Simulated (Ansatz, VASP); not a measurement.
W: VASP beside Ansatz

INCAR

```
PREC     = Accurate       # precision mode
ENCUT    = 520            # plane-wave cutoff, eV
EDIFF    = 1E-7           # SCF threshold, eV
ISMEAR   = 1              # smearing method
SIGMA    = 0.2            # smearing width, eV
LREAL    = F              # projectors in reciprocal space
LASPH    = T              # aspherical terms in the spheres
NELM     = 100            # most SCF steps
ALGO     = Fast           # electronic algorithm
ISIF     = 2              # what is computed and relaxed
LWAVE    = F              # write WAVECAR
LCHARG   = F              # write CHGCAR
GGA      = PE             # functional
NBANDS   = 13             # bands
```

File KPOINTS:

```
Automatic mesh
0
Gamma
  22 22 22
```

The input POSCAR:

```
W
1.0
    0.0000000000      2.0578116752      1.9754992082
    2.0578116752      0.0000000000      1.9754992082
    2.0578116752      2.0578116752      0.0000000000
W
1
Direct
    0.0000000000      0.0000000000      0.0000000000
```

Input for Ansatz:

```yaml
crystal:
  lattice:
    - [0.0, 2.0578116752, 1.9754992082]
    - [2.0578116752, 0.0, 1.9754992082]
    - [2.0578116752, 2.0578116752, 0.0]
  atoms:
    - { symbol: W, position: [0.0, 0.0, 0.0] }
basis:
  ecutwfc: 420
kpoints:
  mp_grid: { grid: [22, 22, 22] }
hamiltonian:
  xc: pbe
scf:
  occupations: { method: methfessel_paxton, width: 0.2 }
output:
  forces: true
  stress: true
  eigenvalues: true
```

Alike in both runs: task single point; functional PBE; k mesh 22 × 22 × 22; occupations methfessel-paxton of order 1, width 0.2 eV; no spin polarisation.

```csv
,VASP,Ansatz
version,VASP 6.6.1,Ansatz 0.2.0
potentials or method,"VASP PAW PBE potentials, release 64 (W_sv), cutoff 520 eV","scalar-relativistic, plane waves, PAW"
valence electrons in the cell,14,14
```

Ansatz gave:

* gap on the k mesh at the Fermi level (eV): none
* pressure (GPa): -4.8
* traceless stress, the component that is largest in VASP (GPa): -8.47

Problem. Which values does VASP return?

Solution. gap on the k mesh at the Fermi level (eV): none; pressure (GPa): -4.4; traceless stress, the component that is largest in VASP (GPa): -8.54.

A gap of «none» marks a metal or a gap that the smearing closes. The functional is the same, so the differences come from potentials, cutoffs and numerics.

Spin-orbit coupling is off throughout.
